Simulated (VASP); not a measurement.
# Al16N16F (a cell with a defect) in VASP: notebook

Runs on Al16N16F (a cell with a defect). Level: PBE. Tasks: single point.

All numbers are computed with VASP 6.6.1; they aren't measurements. Logs are shortened: lines on timing, memory, paths and dates and some standing lists are left out, and cuts for length are marked.

### 1 The cell of the first run

The cell holds a defect, 33 atoms: a = 6.260 Å, b = 6.260 Å, c = 10.036 Å, α = 90.00°, β = 90.00°, γ = 120.00°.

### 2 Single point, PBE, collinear spin

The input, INCAR:

```
PREC = Accurate
ENCUT = 520
EDIFF = 1E-6
ISMEAR = -1
SIGMA = 0.01
LREAL = Auto
LASPH = T
NELM = 200
ALGO = Normal
ISIF = 2
LWAVE = F
LCHARG = T
ISPIN = 2
MAGMOM = 0 0 0 0 0 0 0 0 0 0 0 0 0 0 0 0 0.06 0.05 0.05 0.05 0.03 0.05 0.07 0.05 0.06 0.06 0.05 0.07 0.06 0.05 0.05 0.05 0.02
LORBIT = 11
NUPDOWN = 1.0
GGA = PE
LELF = T
LVHAR = T
NBANDS = 94
GGA_COMPAT = F
```

The input, KPOINTS:

```
Automatic mesh
0
Gamma
  1 1 1
```

The input, POSCAR:

```
Al16N16F
1.0
    6.2604124020      0.0000000589      0.0000000000
   -3.1302062520      5.4216761488      0.0000000000
    0.0000000000      0.0000000000     10.0361163400
Al N F
16 16 1
Direct
    0.3252244371      0.1626560037      0.2479607256
    0.1666466742      0.3332820621      0.4996515628
    0.3333797838      0.1668045330      0.7485921685
    0.1683308048      0.3366171941      0.9945137387
    0.3333336108      0.6666508116      0.2424742578
    0.1668322052      0.8336183418      0.4996990742
    0.3333702382      0.6667361133      0.7457022354
    0.1684288362      0.8318634129      0.9943994118
    0.8374579589      0.1626483910      0.2479243204
    0.6667907946      0.3335943353      0.5075594377
    0.8334444593      0.1668075563      0.7485695957
    0.6668387773      0.3336530573      0.9998740915
    0.8375979712      0.6751845408      0.2477388232
    0.6667943190      0.8336174742      0.4997221656
    0.8335510666      0.6670847134      0.7484608248
    0.6634482006      0.8318528771      0.9943842951
    0.3433650109      0.1717789910      0.4561300552
    0.1730294568      0.3460671128      0.1827806504
    0.3341615894      0.1671734962      0.9426277572
    0.1667757496      0.3335224247      0.6943511654
    0.3333786961      0.6667408858      0.4395100408
    0.1732482488      0.8270477736      0.1826665627
    0.3333367885      0.6666695227      0.9345071876
    0.1669793160      0.8335314613      0.6944423784
    0.8283960070      0.1717695936      0.4562204876
    0.6668310636      0.3336713214      0.1990386918
    0.8330493925      0.1671650739      0.9425974525
    0.6667925166      0.3335945520      0.7026065593
    0.8285630887      0.6571574674      0.4566616504
    0.6538000761      0.8270674227      0.1826449910
    0.8331861583      0.6663343919      0.9425516229
    0.6665393167      0.8335082259      0.6944542173
   -0.0002058190     -0.0002939587      0.3181805278
```

Potentials or basis: VASP PAW PBE potentials, release 64 (Al, N, F).

Run with:

```sh
> cat potpaw_PBE.64/Al/POTCAR potpaw_PBE.64/N/POTCAR potpaw_PBE.64/F/POTCAR > POTCAR
> mpirun -np 1 vasp_gam > vasp.out
```

OUTCAR:

```text
PREC = Accurate
   ENCUT = 520
   EDIFF = 1E-6
   ISMEAR = -1
   LREAL = Auto
   LASPH = T
   NELM = 200
   ISIF = 2
   ISPIN = 2
   LORBIT = 11
   NUPDOWN = 1.0
   GGA = PE

 ion  position               nearest neighbor table
   1  0.325  0.163  0.248-  33 1.90  26 1.92  18 1.94  22 1.94  17 2.09  13 3.05   9 3.05   6 3.09
                             2 3.09  12 3.10   4 3.11   8 3.11   5 3.13   5 3.13  10 3.20   9 3.21
   2  0.167  0.333  0.500-  25 1.89  17 1.89  21 1.91  20 1.95  33 2.57   7 3.06  11 3.08   3 3.08
                             1 3.09   9 3.09   6 3.13  14 3.13  10 3.13  10 3.13  14 3.13   6 3.13
   3  0.333  0.167  0.749-  28 1.87  24 1.89  20 1.89  19 1.95  10 3.02   8 3.06   4 3.06   6 3.08
                             2 3.08  12 3.10  15 3.13  11 3.13   7 3.13  11 3.13   7 3.13  15 3.13
   4  0.168  0.337  0.995-  23 1.89  18 1.89  19 1.89  27 1.89   3 3.06  11 3.06   5 3.07   7 3.07
                            16 3.10   8 3.10   9 3.11   1 3.11  12 3.13  12 3.13   8 3.16  16 3.16
   5  0.333  0.667  0.242-  30 1.84  22 1.84  18 1.84  21 1.98   4 3.07   8 3.07  16 3.07   9 3.13
                             1 3.13  13 3.13  13 3.13   1 3.13   9 3.13   2 3.15   6 3.15  14 3.15
   6  0.167  0.834  0.500-  29 1.88  17 1.89  21 1.91  24 1.95  33 2.57   7 3.06  15 3.08   3 3.08
                             1 3.09  13 3.10   2 3.13  14 3.13  14 3.13  10 3.13  10 3.13   2 3.13
   7  0.333  0.667  0.746-  32 1.88  24 1.88  20 1.88  23 1.89  14 3.06   6 3.06   2 3.06  16 3.07
                             8 3.07   4 3.07  11 3.13   3 3.13  15 3.13  15 3.13   3 3.13  11 3.13
   8  0.168  0.832  0.994-  23 1.89  22 1.89  31 1.89  19 1.89   3 3.06  15 3.06   5 3.07   7 3.07
                            16 3.10   4 3.10  13 3.11   1 3.11  12 3.13  12 3.13   4 3.16  16 3.16
   9  0.837  0.163  0.248-  33 1.90  26 1.92  18 1.94  30 1.94  25 2.09  13 3.05   1 3.05   2 3.09
[... 16 lines left out ...]
  18  0.173  0.346  0.183-   5 1.84   4 1.89   9 1.94   1 1.94
  19  0.334  0.167  0.943-   8 1.89   4 1.89  12 1.89   3 1.95
  20  0.167  0.334  0.694-   7 1.88  11 1.89   3 1.89   2 1.95
  21  0.333  0.667  0.440-   6 1.91   2 1.91  14 1.91   5 1.98
  22  0.173  0.827  0.183-   5 1.84   8 1.89  13 1.94   1 1.94
[... 8 lines left out ...]
  31  0.833  0.666  0.943-   8 1.89  16 1.89  12 1.89  15 1.95
  32  0.667  0.834  0.694-   7 1.88  11 1.89  15 1.89  14 1.95
  33  1.000  1.000  0.318-  13 1.90   9 1.90   1 1.90  14 2.56   6 2.57   2 2.57

  LATTYP: Found a hexagonal cell.
 ALAT       =     6.2604124020
 C/A-ratio  =     1.6031078618

  Lattice vectors:

 A1 = (   6.2604124020,   0.0000000589,   0.0000000000)
 A2 = (  -3.1302062520,   5.4216761488,   0.0000000000)
 A3 = (   0.0000000000,   0.0000000000,  10.0361163400)

Analysis of symmetry for initial positions (statically):
=====================================================================
 Subroutine PRICEL returns:
 Original cell was already a primitive cell.

 Routine SETGRP: Setting up the symmetry group for a
 hexagonal supercell.

 Subroutine GETGRP returns: Found  1 space group operations
 (whereof  1 operations were pure point group operations)
 out of a pool of 24 trial point group operations.

The static configuration has the point symmetry C_1 .

Analysis of symmetry for dynamics (positions and initial velocities):
=====================================================================
 Subroutine PRICEL returns:
 Original cell was already a primitive cell.

 Routine SETGRP: Setting up the symmetry group for a
 hexagonal supercell.

 Subroutine GETGRP returns: Found  1 space group operations
 (whereof  1 operations were pure point group operations)
 out of a pool of 24 trial point group operations.

The dynamic configuration has the point symmetry C_1 .

Analysis of structural, dynamic, and magnetic symmetry:
=====================================================================
 Subroutine PRICEL returns:
 Original cell was already a primitive cell.

 Routine SETGRP: Setting up the symmetry group for a
[... 45 lines left out ...]
  ---------------------------------------------------
  free energy    TOTEN  =      -229.54781532 eV

  energy without entropy =     -229.54781516  energy(sigma->0) =     -229.54781524

 E-fermi :   6.4660     XC(G=0): -10.8967

 val. band max:        6.4187490514   @ k =   0.0000   0.0000   0.0000
 cond. band min:       6.6111309213   @ k =   0.0000   0.0000   0.0000
 fundamental gap:      0.1923818700
 Fermi energy:         6.7083762615

 spin component 1

 k-point     1 :       0.0000    0.0000    0.0000
  band No.  band energies     occupation
      1     -18.0400      1.00000
      2      -8.8711      1.00000
      3      -8.0648      1.00000
      4      -7.7128      1.00000
      5      -7.0409      1.00000
      6      -7.0184      1.00000
[... 71 lines left out ...]
     78      12.0455      0.00000
     79      12.1678      0.00000
 Fermi energy:         6.4660017915

 spin component 2

 k-point     1 :       0.0000    0.0000    0.0000
  band No.  band energies     occupation
      1     -18.0153      1.00000
      2      -8.8102      1.00000
      3      -7.9990      1.00000
      4      -7.6464      1.00000
      5      -6.9527      1.00000
      6      -6.9469      1.00000
[... 71 lines left out ...]
     78      12.0688      0.00000
     79      12.1893      0.00000
 [bands above 79 left out]

------------------------ aborting loop because EDIFF is reached ----------------------------------------

  FORCE on cell =-STRESS in cart. coord.  units (eV):
  Direction    XX          YY          ZZ          XY          YZ          ZX
  --------------------------------------------------------------------------------------
  -------------------------------------------------------------------------------------
  Total       24.0750920     24.0727611    -11.6500568      0.0024891      0.0149025      0.0008047
  in kB      113.2338655    113.2229021    -54.7944307      0.0117072      0.0700917      0.0037849
  external PRESSURE =      57.2207790 kB  Pullay stress =       0.0000000 kB

 VOLUME and BASIS-vectors are now :
 -----------------------------------------------------------------------------
  energy-cutoff  :      520.00
  volume of cell :      340.65
      direct lattice vectors                 reciprocal lattice vectors
     6.260412402  0.000000059  0.000000000     0.159733885  0.092222403  0.000000000
    -3.130206252  5.421676149  0.000000000    -0.000000002  0.184444804  0.000000000
     0.000000000  0.000000000 10.036116340     0.000000000  0.000000000  0.099640136

 POSITION                                       TOTAL-FORCE (eV/Angst)
 -----------------------------------------------------------------------------------
      1.52689      0.88187      2.48856         0.014292      0.005466     -0.000402
      0.00004      1.80695      5.01456         0.000099      0.003463     -0.000107
      1.56496      0.90436      7.51296        -0.003242      0.001685     -0.005655
      0.00014      1.82503      9.98106        -0.001483      0.001371     -0.007841
      0.00005      3.61436      2.43350        -0.000252      0.006405      0.007938
     -1.56496      4.51961      5.01504        -0.000202     -0.000079      0.002981
[... 25 lines left out ...]
      1.56376      4.51901      6.96962        -0.001240     -0.004576      0.005052
      3.12984      5.42008      3.19330         0.002202      0.009595     -0.005673
 -----------------------------------------------------------------------------------
    total drift:                                0.001413      0.000123      0.006414

  FREE ENERGIE OF THE ION-ELECTRON SYSTEM (eV)
  ---------------------------------------------------
  free  energy   TOTEN  =      -229.5478153166 eV

  energy  without entropy=     -229.5478151587  energy(sigma->0) =     -229.54781524

 total charge

# of ion       s       p       d       tot
------------------------------------------
    1        0.319   0.409   0.000   0.728
    2        0.338   0.440   0.000   0.778
    3        0.339   0.446   0.000   0.785
    4        0.342   0.449   0.000   0.791
    5        0.359   0.466   0.000   0.825
    6        0.338   0.440   0.000   0.778
[... 25 lines left out ...]
   32        1.200   2.675   0.000   3.874
   33        1.760   4.492   0.000   6.252
--------------------------------------------------
tot         26.408  54.286   0.000  80.694

 magnetization (x)

# of ion       s       p       d       tot
------------------------------------------
    1       -0.001  -0.000   0.000  -0.001
    2       -0.001  -0.001   0.000  -0.002
    3       -0.001  -0.001   0.000  -0.002
    4       -0.001  -0.000   0.000  -0.001
    5       -0.001  -0.001   0.000  -0.002
    6       -0.001  -0.001   0.000  -0.002
[... 25 lines left out ...]
   32        0.001   0.040   0.000   0.041
   33       -0.000   0.014   0.000   0.014
--------------------------------------------------
tot          0.004   0.726   0.000   0.730
```

Wall time 4.6 min (1 thread of Intel Xeon 8259CL, shared host); peak memory 0.56 GiB.

Results:

```
Free energy                                           : -229.5478 eV
Pressure                                              : 5.7 GPa
Largest force                                         : 0.021 eV/Å
Net moment                                            : 1.00 μB per cell
Site moments                                          : Al -0.00; N +0.06, +0.05, +0.04, +0.03 (each value once); F +0.01 μB
Valence electrons inside the program's atomic spheres : Al 0.73, 0.78, 0.79, 0.82, 0.80, 0.85, 0.77 (each value once); N 3.87, 3.88, 3.85, 3.89, 3.83 (each value once); F 6.25
```

Forces in eV/Å, atoms in the order of the input:
```
Al   0.014  0.005  0.000
Al   0.000  0.003  0.000
Al  -0.003  0.002 -0.006
Al  -0.001  0.001 -0.008
Al   0.000  0.006  0.008
Al   0.000  0.000  0.003
Al  -0.001 -0.001 -0.010
Al   0.001  0.000  0.002
Al  -0.018  0.006  0.001
Al  -0.002 -0.009  0.002
Al   0.002  0.001 -0.005
Al   0.002 -0.002  0.003
Al  -0.002 -0.021  0.004
Al  -0.001 -0.001  0.002
Al   0.000 -0.001 -0.003
Al  -0.001  0.001  0.002
N    0.006  0.006  0.002
N    0.001  0.003 -0.001
N   -0.009 -0.002  0.006
N    0.000  0.007  0.008
N    0.000  0.002 -0.005
N   -0.004  0.001 -0.004
N    0.000 -0.001  0.009
N    0.003 -0.006  0.004
N   -0.003  0.007 -0.001
N    0.002 -0.002 -0.007
N    0.008 -0.001  0.009
N    0.001  0.000 -0.006
N    0.002 -0.011 -0.008
N    0.004 -0.002 -0.006
N   -0.001  0.003  0.005
N   -0.001 -0.005  0.005
F    0.002  0.010 -0.006
```

Stress tensor (GPa, compression positive):
```
11.32  0.00  0.00
 0.00 11.32  0.01
 0.00  0.01 -5.48
```

Caveat: the k points lie up to 1.16 Å⁻¹ apart, too coarse for converged energies, forces and pressures; the total moment is fixed, so each spin has its own Fermi level and the state may be an excited one.

(Continued in part 2 of 2.)
